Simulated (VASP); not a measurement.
Input of a VASP 6.6.1 run:

INCAR

```
SYSTEM = Pd
PREC = Accurate ; ENCUT = 520
EDIFF = 1E-7 ; ISMEAR = -1
SIGMA = 0.1 ; LREAL = .False.
LASPH = .True. ; NELM = 60
ALGO = Normal ; ISIF = 2
LWAVE = .False. ; LCHARG = .False.
GGA = PS ; NBANDS = 17
```

Contents of KPOINTS:

```
regular mesh
0
Gamma
  15 15 8
  0 0 0
```

File POSCAR:

```
Pd
1.0
    2.6894816433      0.0000000000      0.0000000000
   -1.3447408216      2.3291594261      0.0000000000
    0.0000000000      0.0000000000      4.4886443694
Pd
2
Direct
    0.3333333333      0.6666666667      0.2500000000
    0.6666666667      0.3333333333      0.7500000000
```

Potentials or basis: VASP PAW PBE potentials, release 64 (Pd).

Command:

```sh
$ cat potpaw_PBE.64/Pd/POTCAR > POTCAR
$ mpirun -np 1 vasp_std > vasp.out
```

Estimate the band gap on the k mesh.

zero (band 10 reaches 10.68 eV, above the bottom of band 11 at 9.71 eV).

What does it give for the pressure?

8.7 GPa.

Stress tensor (GPa, compression positive):
```
8.90 0.00 0.00
0.00 8.90 0.00
0.00 0.00 8.39
```

Caveat: the PAW data sets were made with another functional, which shifts forces and pressure a little.
